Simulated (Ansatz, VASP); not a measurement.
**One calculation of Ca2As2Pt, two programs**

The input INCAR:

```
PREC = Accurate ; ENCUT = 520
EDIFF = 1E-6 ; ISMEAR = 1
SIGMA = 0.1129 ; LREAL = F
LASPH = T ; NELM = 150
ALGO = Normal ; ISIF = 2
LWAVE = F ; LCHARG = T
ISPIN = 2 ; MAGMOM = 3 2 3 3 3
LORBIT = 11 ; LMAXMIX = 4
GGA = PE ; LELF = T
LVHAR = T ; NBANDS = 32
```

The input KPOINTS:

```
Automatic mesh
0
Gamma
  5 5 5
```

Contents of POSCAR:

```
Ca2As2Pt
1.0
    0.0000000000      4.4551220000      0.0000000000
    4.4551220000      0.0000000000      0.0000000000
    2.2275610000      2.2275610000     -5.2596090000
Pt Ca As
1 2 2
Direct
    0.0000000000      0.0000000000      0.0000000000
    0.7500000000      0.2500000000      0.5000000000
    0.2500000000      0.7500000000      0.5000000000
    0.3842000000      0.3842000000      0.2316000000
    0.6158000000      0.6158000000      0.7684000000
```

Input for Ansatz:

```yaml
crystal:
  lattice:
    - [0.0, 4.455122, 0.0]
    - [4.455122, 0.0, 0.0]
    - [2.227561, 2.227561, -5.259609]
  atoms:
    - { symbol: Pt, position: [0.0, 0.0, 0.0], spin: 3.0 }
    - { symbol: Ca, position: [0.75, 0.25, 0.5], spin: 2.0 }
    - { symbol: Ca, position: [0.25, 0.75, 0.5], spin: 3.0 }
    - { symbol: As, position: [0.3842, 0.3842, 0.2316], spin: 3.0 }
    - { symbol: As, position: [0.6158, 0.6158, 0.7684], spin: 3.0 }
  symmetry: { tolerance: 0.0003 }
kpoints:
  mp_grid: { grid: [5, 5, 5], shift: [0, 0, 0] }
magnetization:
  spin_polarized: true
scf:
  occupations: { method: cold, width: 0.1129 }
hamiltonian:
  pseudopotentials: { kind: paw }
  xc: pbe
basis:
  ecutwfc: 420
output:
  forces: true
  stress: true
  eigenvalues: true
```

Alike in both runs: task single point; functional PBE; k mesh 5 × 5 × 5; collinear spin.

```csv
,VASP,Ansatz
version,VASP 6.6.1,Ansatz 0.2.0
potentials or method,"VASP PAW PBE potentials, release 64 (Pt, Ca_sv, As), cutoff 520 eV",PAW plane waves
occupations,"methfessel-paxton of order 1, width 0.1129 eV","cold, width 0.1129 eV"
valence electrons in the cell,40,68
```

Ansatz gave:

```
gap on the k mesh at the Fermi level (eV)                     : none
pressure (GPa)                                                : 14.6
traceless stress, the component that is largest in VASP (GPa) : -9.13
rms of the force components (eV/Å)                            : 1.288
net moment per atom (μB)                                      : 0.00
```

Q: Which values does VASP return?

A: gap on the k mesh at the Fermi level (eV): none; pressure (GPa): 15.0; traceless stress, the component that is largest in VASP (GPa): -9.15; rms of the force components (eV/Å): 1.295; net moment per atom (μB): 0.00.

Atom by atom the forces differ by 0.007 eV/Å (rms over components). A gap of «none» marks a metal or a gap that the smearing closes. VASP's potentials hold 40 valence electrons a cell and Ansatz's 68, so a difference there can come from the potentials and not from the codes. Ansatz's warnings: given moment on shells, seeded moment not kept, stability check not made.

Spin-orbit coupling is off throughout.
